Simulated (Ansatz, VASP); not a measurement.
# One calculation of SiP5, two programs

The input INCAR:

```
SYSTEM = SiP5
PREC     = Accurate       ! precision mode
ENCUT    = 520            ! plane-wave cutoff, eV
EDIFF    = 1E-6           ! SCF threshold, eV
ISMEAR   = 0              ! smearing method
SIGMA    = 0.1            ! smearing width, eV
LREAL    = .FALSE.        ! projectors in reciprocal space
LASPH    = .TRUE.         ! aspherical terms in the spheres
NELM     = 80             ! most SCF steps
ALGO     = Normal         ! electronic algorithm
ISIF     = 2              ! what is computed and relaxed
LWAVE    = .FALSE.        ! write WAVECAR
LCHARG   = .FALSE.        ! write CHGCAR
GGA      = PE             ! functional
NBANDS   = 24             ! bands
```

File KPOINTS:

```
Automatic mesh
0
G
  3 3 3
  0 0 0
```

Contents of POSCAR:

```
SiP5
1.0
    3.3957102500      1.9605142200      5.0757160100
   -3.3957102500      1.9605142200      5.0757160100
    0.0000000000     -3.9210284500      5.0757160100
Si P
1 5
Direct
    0.5000000000      0.5000000000      0.5000000000
    0.5000000000      0.5000000000      0.0000000000
    0.0000000000      0.5000000000      0.5000000000
    0.5000000000      0.0000000000      0.5000000000
    0.6393566800      0.6393566800      0.6393566800
    0.3606433200      0.3606433200      0.3606433200
```

Input for Ansatz:

```yaml
crystal:
  lattice:
    - [3.39571025, 1.96051422, 5.07571601]
    - [-3.39571025, 1.96051422, 5.07571601]
    - [0.0, -3.92102845, 5.07571601]
  atoms:
    - { symbol: Si, position: [0.5, 0.5, 0.5] }
    - { symbol: P, position: [0.5, 0.5, 0.0] }
    - { symbol: P, position: [0.0, 0.5, 0.5] }
    - { symbol: P, position: [0.5, 0.0, 0.5] }
    - { symbol: P, position: [0.63935668, 0.63935668, 0.63935668] }
    - { symbol: P, position: [0.36064332, 0.36064332, 0.36064332] }
basis:
  ecutwfc: 420
kpoints:
  mp_grid: { grid: [3, 3, 3] }
hamiltonian:
  xc: pbe
scf:
  occupations: { method: gaussian, width: 0.1 }
  lower_state_search: "off"
output:
  forces: true
  stress: true
  eigenvalues: true
```

Alike in both runs: task single point; functional PBE; k mesh 3 × 3 × 3; occupations gaussian, width 0.1 eV; no spin polarisation.

|  | VASP | Ansatz |
| --- | --- | --- |
| version | VASP 6.6.1 | Ansatz 0.2.0 |
| potentials or method | VASP PAW PBE potentials, release 64 (Si, P), cutoff 520 eV | scalar-relativistic, plane waves, PAW |
| valence electrons in the cell | 29 | 29 |

```tsv
	VASP	Ansatz	Ansatz less VASP
gap on the k mesh at the Fermi level (eV)	none	none	-
pressure (GPa)	11.2	11.4	+0.24
traceless stress, the component that is largest in VASP (GPa)	-4.17	-4.32	-0.142
rms of the force components (eV/Å)	0.124	0.115	-0.0090
```

Atom by atom the forces differ by 0.009 eV/Å (rms over components). A gap of «none» marks a metal or a gap that the smearing closes.

The k mesh is coarse, so the values compare programs but aren't converged.
